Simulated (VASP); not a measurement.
Wanted: the native input for a VASP 6.6.1 run.

* Task: electric field gradients
* Functional: PBE
* Potentials or basis: VASP PAW PBE potentials, release 64 (Cl)
* Cutoff: 520 eV
* k mesh: 19 × 19 × 10
* Occupations: fermi-dirac, width 0.03 eV
* Spin: no spin polarisation
* Dipole correction: no
* Further INCAR settings: ALGO = Normal; EDIFF = 1e-08; NBANDS = 14

The structure of Cl lies in POSCAR:

```
Cl
1.0
    3.7164181046      0.0000000000      0.0000000000
   -1.8582090523      3.2185124897      0.0000000000
    0.0000000000      0.0000000000      3.9758582648
Cl
2
Direct
    0.3333333333      0.6666666667      0.2500000000
    0.6666666667      0.3333333333      0.7500000000
```

These files were run (other wordings do the same):

INCAR

```
PREC     = Accurate       # precision mode
ENCUT    = 520            # plane-wave cutoff, eV
EDIFF    = 1E-8           # SCF threshold, eV
ISMEAR   = -1             # smearing method
SIGMA    = 0.03           # smearing width, eV
LREAL    = F              # projectors in reciprocal space
LASPH    = T              # aspherical terms in the spheres
NELM     = 60             # most SCF steps
ALGO     = Normal         # electronic algorithm
ISIF     = 2              # what is computed and relaxed
LWAVE    = F              # write WAVECAR
LCHARG   = F              # write CHGCAR
GGA      = PE             # functional
LEFG     = T            
NBANDS   = 14             # bands
```

KPOINTS

```
regular mesh
0
Gamma
  19 19 10
```

Potentials or basis: VASP PAW PBE potentials, release 64 (Cl).

Command:

```sh
$ cat potpaw_PBE.64/Cl/POTCAR > POTCAR
$ mpirun -np 1 vasp_std > vasp.out
```

It gave:

```
Pressure                                : -1.2 GPa
Band gap on the k mesh                  : zero (bands 7 and 8 overlap by 1.77 eV)
Largest electric field gradient by atom : Cl +137.4 V/Å²
```

Caveat: without QUAD_EFG the Cq values of the log hold for a quadrupole moment of 1 mb, not for the nuclei.

Run time: 2.4 min on 1 thread of Intel Xeon 8259CL, on a shared host, peak memory 0.24 GiB.
